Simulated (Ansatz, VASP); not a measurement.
## HC5 in VASP and in Ansatz

INCAR

```
PREC     = Accurate       # precision mode
ENCUT    = 520            # plane-wave cutoff, eV
EDIFF    = 1E-7           # SCF threshold, eV
ISMEAR   = 0              # smearing method
SIGMA    = 0.03           # smearing width, eV
LREAL    = False          # projectors in reciprocal space
LASPH    = True           # aspherical terms in the spheres
NELM     = 120            # most SCF steps
ALGO     = Normal         # electronic algorithm
ISIF     = 2              # what is computed and relaxed
LWAVE    = False          # write WAVECAR
LCHARG   = False          # write CHGCAR
LDIPOL   = True         
IDIPOL   = 3            
DIPOL    = 0.5 0.5 0.500
GGA      = PE             # functional
IBRION   = 2              # ionic algorithm
NSW      = 80             # ionic steps
EDIFFG   = -0.01          # ionic threshold
GGA_COMPAT= False        
NELMIN   = 4            
NELMDL   = -8
```

Contents of KPOINTS:

```
regular mesh
0
Gamma
  12 12 1
```

File POSCAR:

```
HC5
1.0
    2.5255209497      0.0000000000      0.0000000000
   -1.2627605250      2.1871653648      0.0000000000
    0.0000000000      0.0000000000     25.0438272256
C H
10 2
Direct
    1.0000000000      0.0000000000      0.3250301931
    0.6666670000      0.3333330000      0.3456172328
    0.6666670000      0.3333330000      0.4073703397
    0.3333330000      0.6666670000      0.4279533733
    0.3333330000      0.6666670000      0.4897104862
    0.0000000000      0.0000000000      0.5102935198
    0.0000000000      0.0000000000      0.5720466267
    0.6666670000      0.3333330000      0.5926336664
    0.6666670000      0.3333330000      0.6543867732
    0.3333330000      0.6666670000      0.6749698069
    0.3333330000      0.6666670000      0.7204900059
    1.0000000000      0.0000000000      0.2795099941
```

Input for Ansatz:

```yaml
crystal:
  lattice:
    - [2.5255209497, 0.0, 0.0]
    - [-1.262760525, 2.1871653648, 0.0]
    - [0.0, 0.0, 25.0438272256]
  atoms:
    - { symbol: C, position: [1.0, 0.0, 0.3250301931] }
    - { symbol: C, position: [0.666667, 0.333333, 0.3456172328] }
    - { symbol: C, position: [0.666667, 0.333333, 0.4073703397] }
    - { symbol: C, position: [0.333333, 0.666667, 0.4279533733] }
    - { symbol: C, position: [0.333333, 0.666667, 0.4897104862] }
    - { symbol: C, position: [0.0, 0.0, 0.5102935198] }
    - { symbol: C, position: [0.0, 0.0, 0.5720466267] }
    - { symbol: C, position: [0.666667, 0.333333, 0.5926336664] }
    - { symbol: C, position: [0.666667, 0.333333, 0.6543867732] }
    - { symbol: C, position: [0.333333, 0.666667, 0.6749698069] }
    - { symbol: H, position: [0.333333, 0.666667, 0.7204900059] }
    - { symbol: H, position: [1.0, 0.0, 0.2795099941] }
basis:
  ecutwfc: 420
kpoints:
  mp_grid: { grid: [12, 12, 1] }
hamiltonian:
  xc: pbe
  pseudopotentials: { kind: paw, azcp: { folder: soft_1 } }
scf:
  occupations: { method: gaussian, width: 0.03 }
  n_extra_bands: 10
  max_iter: 160
output:
  forces: true
  eigenvalues: true
relax:
  adjacent_minimum: "off"
  f_tol: 0.01
  max_steps: 60
efield:
  axis: 3
  dipole_correction: true
```

Alike in both runs: task relaxation of the atoms; functional PBE; k mesh 12 × 12 × 1; occupations gaussian, width 0.03 eV; no spin polarisation.

|  | VASP | Ansatz |
| --- | --- | --- |
| version | VASP 6.6.1 | Ansatz 0.2.0 |
| potentials or method | VASP PAW PBE potentials, release 64 (C, H), cutoff 520 eV | scalar-relativistic, plane waves, PAW |
| valence electrons in the cell | 42 | 42 |

|  | VASP | Ansatz | Ansatz less VASP |
| --- | --- | --- | --- |
| gap on the k mesh at the Fermi level, each at its own relaxed structure (eV) | 2.75 | 2.75 | +0.005 |

Ansatz's warnings: structure snapped to symmetry.
